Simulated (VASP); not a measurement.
# W8C8O in VASP: single point with PBE

Aim: the single point of W8C8O with PBE.

All numbers are computed with VASP 6.6.1; they aren't measurements. Logs are shortened: lines on timing, memory, paths and dates and some standing lists are left out, and cuts for length are marked.

## 1. The cell of the first run

The cell holds a slab with vacuum, 17 atoms: a = 5.783 Å, b = 5.783 Å, c = 15.245 Å, α = 90.00°, β = 90.00°, γ = 120.00°.

## 2. Single point, PBE

Input file INCAR:

```
SYSTEM = W8C8O
PREC = Accurate
ENCUT = 520
EDIFF = 1E-7
ISMEAR = -1
SIGMA = 0.05
LREAL = Auto
LASPH = .TRUE.
NELM = 80
ALGO = Normal
ISIF = 2
LWAVE = .FALSE.
LCHARG = .FALSE.
GGA = PE
NBANDS = 89
```

Input file KPOINTS:

```
Automatic mesh
0
G
  2 2 1
  0 0 0
```

Input file POSCAR:

```
W8C8O
1.0
    5.7832000000      0.0000000000      0.0000000000
   -2.8916000000      5.0083980000      0.0000000000
    0.0000000000      0.0000000000     15.2447000000
W C O
8 8 1
Direct
    0.0000000000      0.0000000000      0.0655966000
    0.0029982810     -0.0029964576      0.2526059096
    0.0000000000      0.5000000000      0.0655966000
    0.0029990021      0.5058719786      0.2525717387
    0.5000000000      0.0000000000      0.0655966000
    0.4940412351     -0.0030567029      0.2526149979
    0.5000000000      0.5000000000      0.0655966000
    0.5000335303      0.4999800354      0.2557290631
    0.3304619747      0.1609067781      0.1520301515
    0.3308578830      0.1615588797      0.3281545680
    0.3304703620      0.6694383530      0.1520590211
    0.3309327499      0.6690996820      0.3281537852
    0.8332840369      0.1664999795      0.1559668012
    0.8338464971      0.1674215471      0.3573558836
    0.8390058118      0.6694513353      0.1520702371
    0.8384141690      0.6691692262      0.3281447087
   -0.1658713263      0.1671219013      0.4340600207
```

Potentials or basis: VASP PAW PBE potentials, release 64 (W_sv, C, O).

On the command line:

```
> cat potpaw_PBE.64/W_sv/POTCAR potpaw_PBE.64/C/POTCAR potpaw_PBE.64/O/POTCAR > POTCAR
> mpirun -np 1 vasp_std > vasp.out
```

OUTCAR:

```text
SYSTEM = W8C8O
   PREC = Accurate
   ENCUT = 520
   EDIFF = 1E-7
   ISMEAR = -1
   LREAL = Auto
   LASPH = .TRUE.
   NELM = 80
   ISIF = 2
   GGA = PE

 ion  position               nearest neighbor table
   1  0.000  0.000  0.066-   9 2.12  15 2.12  13 2.16   2 2.85   7 2.89   3 2.89   3 2.89   7 2.89
                             5 2.89   5 2.89
   2  0.003  0.997  0.253-  16 2.01  10 2.01  15 2.25   9 2.25  13 2.25  14 2.33   6 2.84   4 2.84
                             1 2.85   8 2.89   8 2.89   4 2.94   6 2.94
   3  0.000  0.500  0.066-  11 2.12  15 2.12  13 2.17   4 2.85   5 2.89   1 2.89   1 2.89   5 2.89
                             7 2.89   7 2.89
   4  0.003  0.506  0.253-  16 2.01  12 2.01  11 2.24  15 2.24  13 2.25  14 2.33   6 2.84   2 2.84
                             3 2.85   8 2.89   8 2.89   2 2.94   6 2.94
   5  0.500  0.000  0.066-   9 2.12  11 2.12  13 2.16   6 2.85   7 2.89   3 2.89   7 2.89   3 2.89
                             1 2.89   1 2.89
   6  0.494  0.997  0.253-  10 2.01  12 2.01  11 2.25   9 2.25  13 2.25  14 2.33   4 2.84   2 2.84
                             5 2.85   8 2.89   8 2.89   2 2.94   4 2.94
   7  0.500  0.500  0.066-  11 2.15   9 2.15  15 2.15   5 2.89   1 2.89   5 2.89   1 2.89   3 2.89
                             3 2.89   8 2.90
   8  0.500  0.500  0.256-  12 2.02  16 2.02  10 2.02  15 2.32  11 2.32   9 2.32   6 2.89   4 2.89
                             2 2.89   2 2.89   4 2.89   6 2.89   7 2.90
   9  0.330  0.161  0.152-   5 2.12   1 2.12   7 2.15   2 2.25   6 2.25   8 2.32
  10  0.331  0.162  0.328-   6 2.01   2 2.01   8 2.02
  11  0.330  0.669  0.152-   3 2.12   5 2.12   7 2.15   4 2.24   6 2.25   8 2.32
  12  0.331  0.669  0.328-   6 2.01   4 2.01   8 2.02
  13  0.833  0.166  0.156-   1 2.16   5 2.16   3 2.17   2 2.25   6 2.25   4 2.25
  14  0.834  0.167  0.357-  17 1.17   4 2.33   2 2.33   6 2.33
  15  0.839  0.669  0.152-   3 2.12   1 2.12   7 2.15   4 2.24   2 2.25   8 2.32
  16  0.838  0.669  0.328-   2 2.01   4 2.01   8 2.02
  17  0.834  0.167  0.434-  14 1.17

  LATTYP: Found a hexagonal cell.
 ALAT       =     5.7832000000
 C/A-ratio  =     2.6360319546

  Lattice vectors:

 A1 = (   5.7832000000,   0.0000000000,   0.0000000000)
 A2 = (  -2.8916000000,   5.0083980000,   0.0000000000)
 A3 = (   0.0000000000,   0.0000000000,  15.2447000000)

Analysis of symmetry for initial positions (statically):
=====================================================================
 Subroutine PRICEL returns:
 Original cell was already a primitive cell.

 Routine SETGRP: Setting up the symmetry group for a
 hexagonal supercell.

 Subroutine GETGRP returns: Found  1 space group operations
 (whereof  1 operations were pure point group operations)
 out of a pool of 24 trial point group operations.

The static configuration has the point symmetry C_1 .

Analysis of symmetry for dynamics (positions and initial velocities):
=====================================================================
 Subroutine PRICEL returns:
 Original cell was already a primitive cell.

 Routine SETGRP: Setting up the symmetry group for a
 hexagonal supercell.

 Subroutine GETGRP returns: Found  1 space group operations
 (whereof  1 operations were pure point group operations)
 out of a pool of 24 trial point group operations.

The dynamic configuration has the point symmetry C_1 .

 Subroutine INISYM returns: Found  1 space group operations
 (whereof  1 operations are pure point group operations),
 and found     1 'primitive' translations

----------------------------------------------------------------------------------------

                                     Primitive cell

  volume of cell :     441.5561

  direct lattice vectors                    reciprocal lattice vectors
     5.783200000  0.000000000  0.000000000     0.172914649  0.099832322  0.000000000
    -2.891600000  5.008398000  0.000000000     0.000000000  0.199664643  0.000000000
     0.000000000  0.000000000 15.244700000     0.000000000  0.000000000  0.065596568

  length of vectors
     5.783200000  5.783199900 15.244700000     0.199664640  0.199664643  0.065596568

  position of ions in fractional coordinates (direct lattice)
     0.000000000  0.000000000  0.065596600
     0.002998281  0.997003542  0.252605910
     0.000000000  0.500000000  0.065596600
     0.002999002  0.505871979  0.252571739
     0.500000000  0.000000000  0.065596600
     0.494041235  0.996943297  0.252614998
[... 9 lines left out ...]
     0.838414169  0.669169226  0.328144709
     0.834128674  0.167121901  0.434060021

  ion indices of the primitive-cell ions
   primitive index   ion index
                 1           1
                 2           2
                 3           3
                 4           4
                 5           5
                 6           6
[... 9 lines left out ...]
                16          16
                17          17

----------------------------------------------------------------------------------------

 KPOINTS: Automatic mesh

Automatic generation of k-mesh.
 Grid dimensions read from file:
 generate k-points for:    2    2    1

 Generating k-lattice:

  Cartesian coordinates                     Fractional coordinates (reciprocal lattice)
     0.086457325  0.049916161  0.000000000     0.500000000  0.000000000  0.000000000
     0.000000000  0.099832322  0.000000000     0.000000000  0.500000000  0.000000000
     0.000000000  0.000000000  0.065596568     0.000000000  0.000000000  1.000000000

  Length of vectors
     0.099832320  0.099832322  0.065596568

  Shift w.r.t. Gamma in fractional coordinates (k-lattice)
     0.000000000  0.000000000  0.000000000

 Subroutine IBZKPT returns following result:
 ===========================================

 Found      4 irreducible k-points:

 Following reciprocal coordinates:
            Coordinates               Weight
  0.000000  0.000000  0.000000      1.000000
  0.500000  0.000000  0.000000      1.000000
  0.000000  0.500000  0.000000      1.000000
  0.500000  0.500000  0.000000      1.000000
   k-points           NKPTS =      4   k-points in BZ     NKDIM =      4   number of bands    NBANDS=     89
   number of dos      NEDOS =    301   number of ions     NIONS =     17
   total plane-waves  NPLWV = 276480
   dimension x,y,z NGX =    48 NGY =   48 NGZ =  120
   dimension x,y,z NGXF=    96 NGYF=   96 NGZF=  240
   ions per type =               8   8   1
   NGX,Y,Z   is equivalent  to a cutoff of  13.80, 13.80, 13.09 a.u.
   NGXF,Y,Z  is equivalent  to a cutoff of  27.60, 27.60, 26.17 a.u.
 SYSTEM =  W8C8O
   PREC   = accura    normal or accurate (medium, high low for compatibility)
   ISTART =      0    job   : 0-new  1-cont  2-samecut
   ICHARG =      2    charge: 1-file 2-atom 10-const
   ISPIN  =      1    spin polarized calculation?
   LNONCOLLINEAR =      F non collinear calculations
   LSORBIT =      F    spin-orbit coupling
   LASPH  =      T    aspherical Exc in radial PAW
   ENCUT  =  520.0 eV  38.22 Ry    6.18 a.u.  10.75 10.75 28.35*2*pi/ulx,y,z
   NELM   =     80;   NELMIN=  2; NELMDL= -5     # of ELM steps
   EDIFF  = 0.1E-06   stopping-criterion for ELM
   LREAL  =      T    real-space projection
   EDIFFG = 0.1E-05   stopping-criterion for IOM
   NSW    =      0    number of steps for IOM
   IBRION =     -1    ionic relax: 0-MD 1-quasi-New 2-CG
   NFREE  =      0    steps in history (QN), initial steepest desc. (CG)
   ISIF   =      2    stress and relaxation
   ISYM   =      2    0-nonsym 1-usesym 2-fastsym
   POTIM  = 0.5000    time-step for ionic-motion
   TEBEG  =    0.0;   TEEND  =   0.0 temperature during run
   PSTRESS=    0.0 pullay stress
   NELECT =     150.0000    total number of electrons
   NUPDOWN=      -1.0000    fix difference up-down
   EMIN   =  10.00;   EMAX   =-10.00  energy-range for DOS
   EFERMI =   0.00;   METHOD = LEGACY
   ISMEAR =    -1;   SIGMA  =   0.05  broadening in eV -4-tet -1-fermi 0-gaus
   EFERMI_NEDOS =   21; number of points for ismear=-14 and -15
   IALGO  =     38    algorithm
   IMIX   =      4    mixing-type and parameters
     AMIX     =   0.40;   BMIX     =  1.00
     AMIX_MAG =   1.60;   BMIX_MAG =  1.00
  volume/ion in A,a.u.               =      25.97       175.28
  Fermi-wavevector in a.u.,A,eV,Ry     =   1.142291  2.158616 17.753261  1.304828
  Thomas-Fermi vector in A             =   2.278989
   LORBIT       =      0    0 simple, 1 ext, 2 COOP (PROOUT), +10 PAW based schemes
   GGA     = PE    functional components
   LHFCALC =     F    Hartree Fock is set to
   AEXX    =    0.0000 exact exchange contribution
   IVDW    =     0    specifies the selected vdW correction
   LEPSILON=     F    determine dielectric tensor
   LRPA    =     F    only Hartree local field effects (RPA)
 non-spin polarized calculation
  energy-cutoff  :      520.00
  volume of cell :      441.56
 maximum number of plane-waves:     11925
 NGX is ok and might be reduce to    48
   NGX = 21   NGY = 21   NGZ = 57

 number of electron     149.9999999 magnetization

 Free energy of the ion-electron system (eV)
  ---------------------------------------------------
  ext. energy  EPLUGINS =         0.00000000
  ---------------------------------------------------
  free energy    TOTEN  =      -170.82219475 eV

  energy without entropy =     -170.78998586  energy(sigma->0) =     -170.80609031

 E-fermi :   1.0711     XC(G=0):  -6.7100

 val. band max:        0.9511746727   @ k =   0.0000   0.0000   0.0000
 cond. band min:       1.2008248117   @ k =   0.0000   0.0000   0.0000
 fundamental gap:      0.2496501390
 Fermi energy:         1.0711402435

 k-point     1 :       0.0000    0.0000    0.0000
  band No.  band energies     occupation
      1     -73.0659      2.00000
      2     -73.0086      2.00000
      3     -73.0086      2.00000
      4     -72.9983      2.00000
      5     -72.6558      2.00000
      6     -72.6001      2.00000
[... 79 lines left out ...]
     86       3.8926      0.00000
     87       4.4200      0.00000

 k-point     2 :       0.5000    0.0000    0.0000
  band No.  band energies     occupation
      1     -73.0387      2.00000
      2     -73.0336      2.00000
      3     -73.0086      2.00000
      4     -73.0007      2.00000
      5     -72.6349      2.00000
      6     -72.6124      2.00000
[... 79 lines left out ...]
     86       3.0456      0.00000
     87       3.0473      0.00000

 k-point     3 :       0.0000    0.5000    0.0000
  band No.  band energies     occupation
      1     -73.0387      2.00000
      2     -73.0335      2.00000
      3     -73.0086      2.00000
      4     -73.0007      2.00000
      5     -72.6347      2.00000
      6     -72.6130      2.00000
[... 79 lines left out ...]
     86       3.0406      0.00000
     87       3.0473      0.00000

 k-point     4 :       0.5000    0.5000    0.0000
  band No.  band energies     occupation
      1     -73.0387      2.00000
      2     -73.0335      2.00000
      3     -73.0086      2.00000
      4     -73.0007      2.00000
      5     -72.6349      2.00000
      6     -72.6126      2.00000
[... 79 lines left out ...]
     86       3.0441      0.00000
     87       3.0475      0.00000
 [bands above 87 left out]

------------------------ aborting loop because EDIFF is reached ----------------------------------------

  FORCE on cell =-STRESS in cart. coord.  units (eV):
  Direction    XX          YY          ZZ          XY          YZ          ZX
  --------------------------------------------------------------------------------------
  -------------------------------------------------------------------------------------
  Total        3.4222695      3.3720200      1.1307103     -0.0084264     -0.0083777     -0.0281103
  in kB       12.4176341     12.2353048      4.1027590     -0.0305751     -0.0303984     -0.1019975
  external PRESSURE =       9.5852326 kB  Pullay stress =       0.0000000 kB

 VOLUME and BASIS-vectors are now :
 -----------------------------------------------------------------------------
  energy-cutoff  :      520.00
  volume of cell :      441.56
      direct lattice vectors                 reciprocal lattice vectors
     5.783200000  0.000000000  0.000000000     0.172914649  0.099832322  0.000000000
    -2.891600000  5.008398000  0.000000000     0.000000000  0.199664643  0.000000000
     0.000000000  0.000000000 15.244700000     0.000000000  0.000000000  0.065596568

 POSITION                                       TOTAL-FORCE (eV/Angst)
 -----------------------------------------------------------------------------------
      0.00000      0.00000      1.00000        -0.155892      0.085713     -0.076427
     -2.86560      4.99339      3.85090         0.011833     -0.006254     -0.000056
     -1.44580      2.50420      1.00000         0.000546     -0.182526     -0.075290
     -1.44544      2.53361      3.85038        -0.001541      0.011794      0.008431
      2.89160      0.00000      1.00000         0.157865      0.085995     -0.075798
     -0.02562      4.99309      3.85104        -0.004116      0.001275     -0.002544
[... 9 lines left out ...]
      2.91375      3.35147      5.00247        -0.005956     -0.005844      0.066555
      4.34068      0.83701      6.61711        -0.004042     -0.003873      0.694330
 -----------------------------------------------------------------------------------
    total drift:                               -0.002446      0.003517     -0.009760

  FREE ENERGIE OF THE ION-ELECTRON SYSTEM (eV)
  ---------------------------------------------------
  free  energy   TOTEN  =      -170.8221947476 eV

  energy  without entropy=     -170.7899858634  energy(sigma->0) =     -170.80609031
```

Wall time 4.6 min (1 thread of Intel Xeon 6975P-C (Granite Rapids), shared host); peak memory 0.62 GiB.

What came out:

- Free energy: -170.8222 eV
- Largest force: 0.725 eV/Å
- Band gap on the k mesh: zero (band 75 reaches 1.22 eV, above the bottom of band 76 at 0.76 eV)

Forces in eV/Å, atoms in the order of the input:
```
W   -0.156  0.086 -0.076
W    0.012 -0.006  0.000
W    0.001 -0.183 -0.075
W   -0.002  0.012  0.008
W    0.158  0.086 -0.076
W   -0.004  0.001 -0.003
W    0.002  0.000  0.064
W    0.005 -0.003 -0.058
C    0.001  0.011  0.018
C    0.000  0.010  0.068
C    0.010 -0.003  0.013
C   -0.001 -0.002  0.069
C   -0.003  0.011  0.002
C   -0.001 -0.007 -0.725
C   -0.011 -0.004  0.011
C   -0.006 -0.006  0.067
O   -0.004 -0.004  0.694
```

Caveat: the k points lie up to 0.63 Å⁻¹ apart; spin-orbit coupling is left out, which moves the levels of the heavy elements.
